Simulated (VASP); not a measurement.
A run of VASP 6.6.1 is set up as follows.

INCAR

```
  PREC = Accurate
  ENCUT = 520
  EDIFF = 1E-6
  ISMEAR = 0
  SIGMA = 0.05
  LREAL = F
  LASPH = T
  NELM = 60
  ALGO = Normal
  ISIF = 2
  LWAVE = F
  LCHARG = F
  GGA = CA
  NBANDS = 26
```

KPOINTS

```
regular mesh
0
Gamma
  12 12 4
```

The input POSCAR:

```
C
1.0
    2.5186290723      0.0000000000      0.0000000000
   -1.2593145361      2.1811967593      0.0000000000
    0.0000000000      0.0000000000      8.0228736867
C
8
Direct
    0.0000000000      0.0000000000      0.0885539126
    0.0000000000      0.0000000000      0.5885539126
    0.0000000000      0.0000000000      0.4114460874
    0.0000000000      0.0000000000      0.9114460874
    0.3333333333      0.6666666667      0.1589518456
    0.6666666667      0.3333333333      0.6589518456
    0.3333333333      0.6666666667      0.3410481544
    0.6666666667      0.3333333333      0.8410481544
```

Potentials or basis: VASP PAW LDA potentials, release 64 (C).

Launch:

```bash
$ cat potpaw_LDA.64/C/POTCAR > POTCAR
$ mpirun -np 1 vasp_std > vasp.out
```

(1) Predict the largest force.

(2) Estimate the pressure.

Answers

(1) 3.590 eV/Å.

(2) 6.1 GPa.

Caveat: the cell differs from its parent crystal (mode 21 frozen in at -0.036 Å, strain +e along z and -e/2 along x and y -0.0233); forces of over 1 eV/Å act on the atoms, so gaps and moduli don't describe the material at rest.
